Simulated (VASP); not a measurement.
BiB: relaxation of cell and atoms with PBE+D3(BJ)

Crystal: BiB.

```
CELL_PARAMETERS angstrom
0.00000 3.53589 3.33133
1.95853 0.00000 3.33133
1.95853 3.53589 0.00000
ATOMIC_POSITIONS crystal
B 0.00056 0.00056 0.99944
Bi 0.66614 0.66614 0.33386
```

```yaml
Program: VASP 6.6.1
Task: relaxation of cell and atoms
Functional: PBE
Dispersion: D3(BJ)
Potentials_or_basis: VASP PAW PBE potentials, release 64 (B, Bi_d)
Cutoff: 600 eV
k_mesh: 12 × 12 × 12
Occupations: gaussian, width 0.01 eV
Spin: no spin polarisation
Dipole_correction: no
Further_INCAR_settings: ALGO = Normal; EDIFF = 1e-06; IBRION = 2; EDIFFG = -0.005; NSW = 100; ISIF = 3
```

The relaxed volume is 23.87 Å³/atom, the relaxed cell is a = 4.967 Å, b = 3.849 Å, c = 4.175 Å, α = 76.37°, β = 48.86°, γ = 54.77° and the space group after relaxing (to 0.1 Å) is Fmm2 (No. 42). The energy gained by relaxing is 2.8 meV/atom and the ionic steps are 23. The pressure after relaxing is 0.0 GPa, the largest force after relaxing is 0.003 eV/Å and the band gap on the k mesh is zero (bands 9 and 10 overlap by 0.80 eV). The dispersion energy per atom is -0.292 eV.

Forces on the atoms (eV/Å):
```
B    0.000  0.000 -0.003
Bi   0.000  0.000  0.003
```

Step by step:
| step | energy change (eV) | largest force (eV/Å) | pressure (GPa) | volume (Å³) |
| --- | --- | --- | --- | --- |
| 1 | 0.0000 | 0.0402 | -0.18 | 46.14 |
| 2 | -0.0016 | 0.0701 | 0.47 | 45.97 |
| 3 | -0.0017 | 0.0526 | 0.37 | 45.99 |
| 4 | -0.0030 | 0.0226 | 0.50 | 46.25 |
| 5 | -0.0034 | 0.0529 | 0.55 | 46.46 |
| 6 | -0.0036 | 0.1366 | 0.61 | 46.88 |
| 7 | -0.0037 | 0.1040 | 0.59 | 46.71 |
| 8 | -0.0047 | 0.0668 | 0.39 | 47.06 |
| 9 | -0.0054 | 0.0019 | -0.30 | 48.09 |
| 10 | -0.0056 | 0.0228 | -0.05 | 47.71 |
| 11 | -0.0056 | 0.0199 | -0.01 | 47.73 |
| 12 | -0.0055 | 0.0081 | -0.12 | 47.91 |
| 13 | -0.0056 | 0.0143 | -0.10 | 47.81 |
| 14 | -0.0056 | 0.0176 | -0.07 | 47.77 |
| 15 | -0.0056 | 0.0193 | -0.08 | 47.75 |
| 16 | -0.0056 | 0.0068 | -0.04 | 47.74 |
| 17 | -0.0056 | 0.0031 | -0.01 | 47.74 |
| 18 | -0.0056 | 0.0002 | -0.02 | 47.74 |
| 19 | -0.0056 | 0.0030 | -0.02 | 47.74 |
| 20 | -0.0056 | 0.0007 | -0.01 | 47.74 |
| 21 | -0.0056 | 0.0017 | -0.01 | 47.74 |
| 22 | -0.0056 | 0.0017 | -0.01 | 47.74 |
| 23 | -0.0056 | 0.0033 | 0.00 | 47.73 |

Final structure:
```
B Bi
1.0
     0.00000    3.69367    3.32073
     1.94578    0.00000    3.32073
     1.94578    3.69367    0.00000
B Bi
1 1
Direct
  0.00046 0.00046 0.99954
  0.66624 0.66624 0.33376
```

Levels at points of the mesh, in eV from the Fermi level:
```tsv
k point	band 5	band 6	band 7	band 8	band 9	band 10	band 11	band 12	band 13
(0.00, 0.00, 0.00)	-23.21	-13.83	-1.58	-1.47	-1.35	0.09	3.85	3.97	4.37
(0.50, 0.00, 0.00)	-23.22	-11.79	-7.99	-3.43	-1.37	0.64	1.07	6.14	7.46
(0.50, 0.50, 0.00)	-23.23	-11.98	-8.17	-3.34	0.59	1.11	1.79	5.56	6.77
(0.50, 0.00, 0.50)	-23.21	-13.21	-5.16	-1.71	-1.37	-0.21	3.58	4.26	4.95
(0.00, 0.50, 0.50)	-23.21	-11.44	-7.68	-3.75	-2.78	-0.17	0.46	7.66	7.73
```

Wall time 46 min on 1 thread of Intel Xeon 8259CL, on a shared host, peak memory 0.4 GiB.

Caveat: spin-orbit coupling is left out, which moves the levels of the heavy elements.
